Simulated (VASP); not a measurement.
A run of VASP 6.6.1:

File INCAR:

```
SYSTEM = Fe
ALGO     = Normal         ! electronic algorithm
EDIFF    = 1E-6           ! SCF threshold, eV
ENCUT    = 520            ! plane-wave cutoff, eV
ISIF     = 2              ! what is computed and relaxed
ISMEAR   = -1             ! smearing method
LASPH    = .TRUE.         ! aspherical terms in the spheres
LCHARG   = .FALSE.        ! write CHGCAR
LREAL    = .FALSE.        ! projectors in reciprocal space
LWAVE    = .FALSE.        ! write WAVECAR
NBANDS   = 10             ! bands
NELM     = 80             ! most SCF steps
PREC     = Accurate       ! precision mode
SIGMA    = 0.1            ! smearing width, eV
```

KPOINTS

```
k-points
0
G
  26 26 26
  0 0 0
```

POSCAR

```
Fe
1.0
    0.0000000000      1.6874902469      1.6874902469
    1.6874902469      0.0000000000      1.6874902469
    1.6874902469      1.6874902469      0.0000000000
Fe
1
Direct
    0.0000000000      0.0000000000      0.0000000000
```

Potentials or basis: VASP PAW LDA potentials, release 64 (Fe).

Command:

```console
$ cat potpaw_LDA.64/Fe/POTCAR > POTCAR
$ mpirun -np 1 vasp_std > vasp.out
```

Hardware: 1 thread of AMD EPYC 7R13, on a shared host.

Problem. Estimate the wall time of this run.

Solution. Run time: 74 s on 1 thread of AMD EPYC 7R13 (shared host), peak memory 0.13 GiB. Counts: scf iterations 12, k points 511.
